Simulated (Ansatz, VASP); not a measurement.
**Two plane-wave programs on Si5P**

```
Si P
1.0
     4.79034    0.00000    0.00000
     0.00000    4.59144    0.00000
    -2.22192    0.00000    5.04807
Si P
5 1
Direct
  0.39455 0.50000 0.99837
  0.00761 0.50000 0.57185
  0.60003 0.00000 0.99546
  0.99648 0.00000 0.42885
  0.44531 0.50000 0.44086
  0.55602 0.00000 0.56461
```

Change from the starting cell: the structure that the rattled cell fell into.

Alike in both runs: task relaxation of cell and atoms; functional PBE; k mesh 4 × 4 × 4; occupations gaussian, width 0.1 eV; no spin polarisation.

|  | VASP | Ansatz |
| --- | --- | --- |
| version | VASP 6.6.1 | Ansatz 0.2.0 |
| potentials or method | VASP PAW PBE potentials, release 64 (Si, P), cutoff 600 eV | scalar-relativistic, plane waves, PAW |
| valence electrons in the cell | 25 | 25 |

|  | VASP | Ansatz | Ansatz less VASP |
| --- | --- | --- | --- |
| gap on the k mesh at the Fermi level, each at its own relaxed structure (eV) | none | none | - |
| relaxed volume (Å³/atom) | 18.51 | 18.51 | 0.000 |
| relaxed length of the cell vector where the two differ most in proportion (Å) | 4.790 | 4.790 | 0.0000 |

A gap of «none» marks a metal or a gap that the smearing closes.

Noted on VASP's run: the relaxation stopped at its first step, so nothing moved.
